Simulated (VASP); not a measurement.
# Be (P6_3/mmc) in VASP: notebook

Runs on Be. Level: LDA. Tasks: single point.

Program: VASP 6.6.1. These are calculated values, not measurements. Logs are shortened: lines on timing, memory, paths and dates and some standing lists are left out, and cuts for length are marked.

## 1. The cell of the first run

The structure is hexagonal, space group P6_3/mmc (No. 194). Conventional cell: a = 2.137 Å, b = 2.137 Å, c = 3.362 Å, α = 90.00°, β = 90.00°, γ = 120.00°. Be (site symmetry -6m2) has 12 Be at 2.09 to 2.14 Å within 2.8 Å.

## 2. Single point, LDA (6.65 Å³/atom)

The input, INCAR:

```
SYSTEM = Be
PREC = Accurate
ENCUT = 520
EDIFF = 1E-7
ISMEAR = -1
SIGMA = 0.1
LREAL = .FALSE.
LASPH = .TRUE.
NELM = 100
ALGO = Normal
ISIF = 2
LWAVE = .FALSE.
LCHARG = .FALSE.
NBANDS = 9
```

The input, KPOINTS:

```
regular mesh
0
G
  26 26 15
  0 0 0
```

The input, POSCAR:

```
Be
1.0
    2.1365094803      0.0000000000      0.0000000000
   -1.0682547402      1.8502714854      0.0000000000
    0.0000000000      0.0000000000      3.3619724151
Be
2
Direct
    0.3333333333      0.6666666667      0.2500000000
    0.6666666667      0.3333333333      0.7500000000
```

Potentials or basis: VASP PAW LDA potentials, release 64 (Be).

The run is started by

```console
$ cat potpaw_LDA.64/Be/POTCAR > POTCAR
$ mpirun -np 1 vasp_std > vasp.out
```

OUTCAR:

```text
SYSTEM = Be
   PREC = Accurate
   ENCUT = 520
   EDIFF = 1E-7
   ISMEAR = -1
   LREAL = .FALSE.
   LASPH = .TRUE.
   NELM = 100
   ISIF = 2

 ion  position               nearest neighbor table
   1  0.333  0.667  0.250-   2 2.09   2 2.09   2 2.09   2 2.09   2 2.09   2 2.09
   2  0.667  0.333  0.750-   1 2.09   1 2.09   1 2.09   1 2.09   1 2.09   1 2.09

  LATTYP: Found a hexagonal cell.
 ALAT       =     2.1365094803
 C/A-ratio  =     1.5735817913

  Lattice vectors:

 A1 = (   2.1365094803,   0.0000000000,   0.0000000000)
 A2 = (  -1.0682547402,   1.8502714854,   0.0000000000)
 A3 = (   0.0000000000,   0.0000000000,   3.3619724151)

Analysis of symmetry for initial positions (statically):
=====================================================================
 Subroutine PRICEL returns:
 Original cell was already a primitive cell.

 Routine SETGRP: Setting up the symmetry group for a
 hexagonal supercell.

 Subroutine GETGRP returns: Found 24 space group operations
 (whereof 12 operations were pure point group operations)
 out of a pool of 24 trial point group operations.

The static configuration has the point symmetry D_3d.
 The point group associated with its full space group is D_6h.

Analysis of symmetry for dynamics (positions and initial velocities):
=====================================================================
 Subroutine PRICEL returns:
 Original cell was already a primitive cell.

 Routine SETGRP: Setting up the symmetry group for a
 hexagonal supercell.

 Subroutine GETGRP returns: Found 24 space group operations
 (whereof 12 operations were pure point group operations)
 out of a pool of 24 trial point group operations.

The dynamic configuration has the point symmetry D_3d.
 The point group associated with its full space group is D_6h.

 Subroutine INISYM returns: Found 24 space group operations
 (whereof 12 operations are pure point group operations),
 and found     1 'primitive' translations

----------------------------------------------------------------------------------------

                                     Primitive cell

  volume of cell :      13.2903

  direct lattice vectors                    reciprocal lattice vectors
     2.136509480  0.000000000  0.000000000     0.468053154  0.270230614  0.000000000
    -1.068254740  1.850271485  0.000000000     0.000000000  0.540461228  0.000000000
     0.000000000  0.000000000  3.361972415     0.000000000  0.000000000  0.297444439

  length of vectors
     2.136509480  2.136509480  3.361972415     0.540461228  0.540461228  0.297444439

  position of ions in fractional coordinates (direct lattice)
     0.333333333  0.666666667  0.250000000
     0.666666667  0.333333333  0.750000000

  ion indices of the primitive-cell ions
   primitive index   ion index
                 1           1
                 2           2

----------------------------------------------------------------------------------------

 KPOINTS: regular mesh

Automatic generation of k-mesh.
 Grid dimensions read from file:
 generate k-points for:   26   26   15

 Generating k-lattice:

  Cartesian coordinates                     Fractional coordinates (reciprocal lattice)
     0.018002044  0.010393485  0.000000000     0.038461538 -0.000000000  0.000000000
     0.000000000  0.020786970  0.000000000     0.000000000  0.038461538  0.000000000
     0.000000000  0.000000000  0.019829629     0.000000000  0.000000000  0.066666667

  Length of vectors
     0.020786970  0.020786970  0.019829629

  Shift w.r.t. Gamma in fractional coordinates (k-lattice)
     0.000000000  0.000000000  0.000000000

 Subroutine IBZKPT returns following result:
 ===========================================

 Found    560 irreducible k-points:

 Following reciprocal coordinates:
            Coordinates               Weight
  0.000000  0.000000  0.000000      1.000000
  0.038462  0.000000  0.000000      6.000000
  0.076923  0.000000  0.000000      6.000000
  0.115385  0.000000  0.000000      6.000000
  0.153846  0.000000  0.000000      6.000000
  0.192308 -0.000000  0.000000      6.000000
[... 16 lines left out ...]
  0.346154  0.038462  0.000000     12.000000
  0.384615  0.038462  0.000000     12.000000
 [... further k-points ...]
   k-points           NKPTS =    560   k-points in BZ     NKDIM =    560   number of bands    NBANDS=      9
   number of dos      NEDOS =    301   number of ions     NIONS =      2
   total plane-waves  NPLWV =   7168
   dimension x,y,z NGX =    16 NGY =   16 NGZ =   28
   dimension x,y,z NGXF=    32 NGYF=   32 NGZF=   56
   ions per type =               2
   NGX,Y,Z   is equivalent  to a cutoff of  12.45, 12.45, 13.85 a.u.
   NGXF,Y,Z  is equivalent  to a cutoff of  24.90, 24.90, 27.69 a.u.
 SYSTEM =  Be
   PREC   = accura    normal or accurate (medium, high low for compatibility)
   ISTART =      0    job   : 0-new  1-cont  2-samecut
   ICHARG =      2    charge: 1-file 2-atom 10-const
   ISPIN  =      1    spin polarized calculation?
   LNONCOLLINEAR =      F non collinear calculations
   LSORBIT =      F    spin-orbit coupling
   LASPH  =      T    aspherical Exc in radial PAW
   ENCUT  =  520.0 eV  38.22 Ry    6.18 a.u.   3.97  3.97  6.25*2*pi/ulx,y,z
   NELM   =    100;   NELMIN=  2; NELMDL= -5     # of ELM steps
   EDIFF  = 0.1E-06   stopping-criterion for ELM
   LREAL  =      F    real-space projection
   EDIFFG = 0.1E-05   stopping-criterion for IOM
   NSW    =      0    number of steps for IOM
   IBRION =     -1    ionic relax: 0-MD 1-quasi-New 2-CG
   NFREE  =      0    steps in history (QN), initial steepest desc. (CG)
   ISIF   =      2    stress and relaxation
   ISYM   =      2    0-nonsym 1-usesym 2-fastsym
   POTIM  = 0.5000    time-step for ionic-motion
   TEBEG  =    0.0;   TEEND  =   0.0 temperature during run
   PSTRESS=    0.0 pullay stress
   NELECT =       4.0000    total number of electrons
   NUPDOWN=      -1.0000    fix difference up-down
   EMIN   =  10.00;   EMAX   =-10.00  energy-range for DOS
   EFERMI =   0.00;   METHOD = LEGACY
   ISMEAR =    -1;   SIGMA  =   0.10  broadening in eV -4-tet -1-fermi 0-gaus
   EFERMI_NEDOS =   21; number of points for ismear=-14 and -15
   IALGO  =     38    algorithm
   IMIX   =      4    mixing-type and parameters
     AMIX     =   0.40;   BMIX     =  1.00
     AMIX_MAG =   1.60;   BMIX_MAG =  1.00
  volume/ion in A,a.u.               =       6.65        44.84
  Fermi-wavevector in a.u.,A,eV,Ry     =   1.097110  2.073237 16.376646  1.203649
  Thomas-Fermi vector in A             =   2.233464
   LORBIT       =      0    0 simple, 1 ext, 2 COOP (PROOUT), +10 PAW based schemes
   GGA     = CA    functional components
   LHFCALC =     F    Hartree Fock is set to
   AEXX    =    0.0000 exact exchange contribution
   IVDW    =     0    specifies the selected vdW correction
   LEPSILON=     F    determine dielectric tensor
   LRPA    =     F    only Hartree local field effects (RPA)
 non-spin polarized calculation
  energy-cutoff  :      520.00
  volume of cell :       13.29
 maximum number of plane-waves:       368
 NGX is ok and might be reduce to    16
   NGX =  7   NGY =  7   NGZ = 13

 number of electron       4.0000000 magnetization

 Free energy of the ion-electron system (eV)
  ---------------------------------------------------
  ext. energy  EPLUGINS =         0.00000000
  ---------------------------------------------------
  free energy    TOTEN  =        -8.31032125 eV

  energy without entropy =       -8.30768750  energy(sigma->0) =       -8.30900437

 E-fermi :   8.2516     XC(G=0): -11.2073

 val. band max:        8.1668405493   @ k =   0.3462  -0.0000   0.0000
 cond. band min:       8.3311077509   @ k =   0.3462   0.3077   0.4667
 fundamental gap:      0.1642672016
 Fermi energy:         8.2515826809

 k-point     1 :       0.0000    0.0000    0.0000
  band No.  band energies     occupation
      1      -3.8838      2.00000
      2       3.1616      2.00000
      3      10.1608      0.00000
      4      26.2734      0.00000
      5      26.2734      0.00000
      6      29.4796      0.00000
      7      29.4796      0.00000
      8      31.9309      0.00000
      9      38.5269      0.00000

 k-point     2 :       0.0385    0.0000    0.0000
  band No.  band energies     occupation
      1      -3.8398      2.00000
      2       3.2242      2.00000
      3      10.1636      0.00000
      4      25.8771      0.00000
      5      25.9379      0.00000
      6      29.5051      0.00000
      7      29.6801      0.00000
      8      31.8409      0.00000
      9      37.5744      0.00000

 k-point     3 :       0.0769    0.0000    0.0000
  band No.  band energies     occupation
      1      -3.7077      2.00000
      2       3.4121      2.00000
      3      10.1706      0.00000
      4      24.8164      0.00000
      5      25.1654      0.00000
      6      29.5572      0.00000
      7      30.0258      0.00000
      8      31.5474      0.00000
      9      36.0431      0.00000

 k-point     4 :       0.1154    0.0000    0.0000
  band No.  band energies     occupation
      1      -3.4872      2.00000
      2       3.7250      2.00000
      3      10.1770      0.00000
      4      23.3481      0.00000
      5      24.2438      0.00000
      6      29.5868      0.00000
      7      30.2025      0.00000
      8      30.9819      0.00000
      9      34.3360      0.00000
[... 205 lines left out ...]
 k-point    22 :       0.3077    0.0385    0.0000
  band No.  band energies     occupation
      1      -0.6589      2.00000
      2       7.6829      1.99324
      3       8.9114      0.00272
      4      15.9518      0.00000
      5      19.6454      0.00000
      6      22.2375      0.00000
      7      24.2793      0.00000
      8      28.2283      0.00000
      9      31.3190      0.00000

 k-point    23 :       0.3462    0.0385    0.0000
  band No.  band energies     occupation
      1       0.1236      2.00000
      2       8.0325      1.79890
      3       8.7678      0.01140
      4      15.6729      0.00000
      5      19.0882      0.00000
      6      20.3287      0.00000
      7      23.0524      0.00000
      8      27.8835      0.00000
      9      31.4028      0.00000

 k-point    24 :       0.3846    0.0385    0.0000
  band No.  band energies     occupation
      1       0.9677      2.00000
      2       7.0060      1.99999
      3       9.9398      0.00000
      4      15.7218      0.00000
      5      18.5164      0.00000
      6      18.5835      0.00000
      7      22.0445      0.00000
      8      27.6140      0.00000
      9      31.4835      0.00000

 [... further k-points ...]
[... 5 lines left out ...]
  --------------------------------------------------------------------------------------
  -------------------------------------------------------------------------------------
  Total        1.6581521      1.6581521      2.0071865     -0.0000000      0.0000000      0.0000000
  in kB      199.8943516    199.8943516    241.9713115     -0.0000000      0.0000000      0.0000000
  external PRESSURE =     213.9200049 kB  Pullay stress =       0.0000000 kB

 VOLUME and BASIS-vectors are now :
 -----------------------------------------------------------------------------
  energy-cutoff  :      520.00
  volume of cell :       13.29
      direct lattice vectors                 reciprocal lattice vectors
     2.136509480  0.000000000  0.000000000     0.468053154  0.270230614  0.000000000
    -1.068254740  1.850271485  0.000000000     0.000000000  0.540461228  0.000000000
     0.000000000  0.000000000  3.361972415     0.000000000  0.000000000  0.297444439

 POSITION                                       TOTAL-FORCE (eV/Angst)
 -----------------------------------------------------------------------------------
     -0.00000      1.23351      0.84049        -0.000000     -0.000000      0.000000
      1.06825      0.61676      2.52148         0.000000      0.000000      0.000000
 -----------------------------------------------------------------------------------
    total drift:                                0.000000     -0.000000      0.000000

  FREE ENERGIE OF THE ION-ELECTRON SYSTEM (eV)
  ---------------------------------------------------
  free  energy   TOTEN  =        -8.3103212471 eV

  energy  without entropy=       -8.3076874979  energy(sigma->0) =       -8.30900437
```

Run time: 30 s. Hardware: 1 thread of Intel Xeon Platinum 8259CL at 2.50GHz (Skylake/Cascade Lake), shared host; peak memory 0.16 GiB.

Results:

| Quantity | Value |
| --- | --- |
| Free energy | -8.3103 eV |
| Pressure | 21.4 GPa |
| Band gap on the k mesh | zero (bands 2 and 3 overlap by 1.86 eV) |

Caveat: the cell stands under pressure.

## 3. Single point, LDA (6.95 Å³/atom)

This run uses another cell than the first one, of 6.95 Å³/atom.

The input, INCAR:

```
SYSTEM = Be
PREC = Accurate ; ENCUT = 520
EDIFF = 1E-7 ; ISMEAR = -1
SIGMA = 0.1 ; LREAL = .False.
LASPH = .True. ; NELM = 60
ALGO = Normal ; ISIF = 2
LWAVE = .False. ; LCHARG = .False.
GGA = CA ; NBANDS = 9
```

The input, KPOINTS:

```
regular mesh
0
Gamma
  26 26 15
  0 0 0
```

The input, POSCAR:

```
Be
1.0
    2.1684023835      0.0000000000      0.0000000000
   -1.0842011918      1.8778915497      0.0000000000
    0.0000000000      0.0000000000      3.4121585068
Be
2
Direct
    0.3333333333      0.6666666667      0.2500000000
    0.6666666667      0.3333333333      0.7500000000
```

Potentials or basis: VASP PAW LDA potentials, release 64 (Be).

The run is started by

```console
$ cat potpaw_LDA.64/Be/POTCAR > POTCAR
$ mpirun -np 1 vasp_std > vasp.out
```

It took 44 s on 1 thread of Intel Xeon Platinum 8259CL at 2.50GHz (Skylake/Cascade Lake), shared host; peak memory 0.16 GiB.

It converged, with:

```
Free energy            : -8.3750 eV
Pressure               : 13.1 GPa
Band gap on the k mesh : zero (bands 2 and 3 overlap by 1.81 eV)
```

Stress tensor (GPa, compression positive):
```
12.11  0.00  0.00
 0.00 12.11  0.00
 0.00  0.00 15.17
```

Levels at points of the mesh, in eV from the Fermi level:
| k point | band 1 | band 2 | band 3 | band 4 | band 5 |
| --- | --- | --- | --- | --- | --- |
| (0.00, 0.00, 0.00) | -11.91 | -4.93 | 1.71 | 17.39 | 17.39 |
| (0.50, 0.00, 0.00) | -5.49 | -3.21 | 3.89 | 6.98 | 7.67 |

Caveat: the cell stands under pressure.

## 4. Single point, LDA (7.25 Å³/atom)

This run uses another cell than the first one, of 7.25 Å³/atom.

The input, INCAR:

```
PREC     = Accurate       # precision mode
ENCUT    = 520            # plane-wave cutoff, eV
EDIFF    = 1E-6           # SCF threshold, eV
ISMEAR   = -1             # smearing method
SIGMA    = 0.1            # smearing width, eV
LREAL    = F              # projectors in reciprocal space
LASPH    = T              # aspherical terms in the spheres
NELM     = 100            # most SCF steps
ALGO     = Normal         # electronic algorithm
ISIF     = 2              # what is computed and relaxed
LWAVE    = F              # write WAVECAR
LCHARG   = F              # write CHGCAR
GGA      = CA             # functional
NBANDS   = 9              # bands
```

The input, KPOINTS:

```
regular mesh
0
Gamma
  26 26 15
```

The input, POSCAR:

```
Be
1.0
    2.1993837461      0.0000000000      0.0000000000
   -1.0996918731      1.9047221968      0.0000000000
    0.0000000000      0.0000000000      3.4609102149
Be
2
Direct
    0.3333333333      0.6666666667      0.2500000000
    0.6666666667      0.3333333333      0.7500000000
```

The run is started by

```console
$ cat potpaw_LDA.64/Be/POTCAR > POTCAR
$ mpirun -np 1 vasp_std > vasp.out
```

It took 42 s on 1 thread of Intel Xeon Platinum 8259CL at 2.50GHz (Skylake/Cascade Lake), shared host; peak memory 0.16 GiB.

The run converged. Its results:

```
Free energy            : -8.4112 eV
Pressure               : 6.2 GPa
Band gap on the k mesh : zero (bands 2 and 3 overlap by 1.76 eV)
```

Stress tensor (GPa, compression positive):
```
5.53 0.00 0.00
0.00 5.53 0.00
0.00 0.00 7.60
```

Levels at points of the mesh, in eV from the Fermi level:
| k point | band 1 | band 2 | band 3 | band 4 | band 5 |
| --- | --- | --- | --- | --- | --- |
| (0.00, 0.00, 0.00) | -11.69 | -4.78 | 1.53 | 16.81 | 16.81 |
| (0.50, 0.00, 0.00) | -5.34 | -3.19 | 3.76 | 6.80 | 7.34 |

Caveat: the cell stands under pressure.

## 5. Summary

```csv
cell,gap on the mesh (eV),pressure (GPa)
"a = 2.137, b = 2.137, c = 3.362 Å, angles 90.0, 90.0, 120.0°, 2 atoms",none,21.4
"a = 2.168, b = 2.168, c = 3.412 Å, angles 90.0, 90.0, 120.0°, 2 atoms",none,13.1
"a = 2.199, b = 2.199, c = 3.461 Å, angles 90.0, 90.0, 120.0°, 2 atoms",none,6.2
```

Alike in all rows: task single point; level LDA; potentials or basis VASP PAW LDA potentials, release 64 (Be); no spin polarisation; k mesh 26 × 26 × 15; cutoff (eV) 520; smearing fermi-dirac 0.1 eV.

Caveats: the cell stands under pressure.

Absolute energies hang on the potentials; compare differences alone.
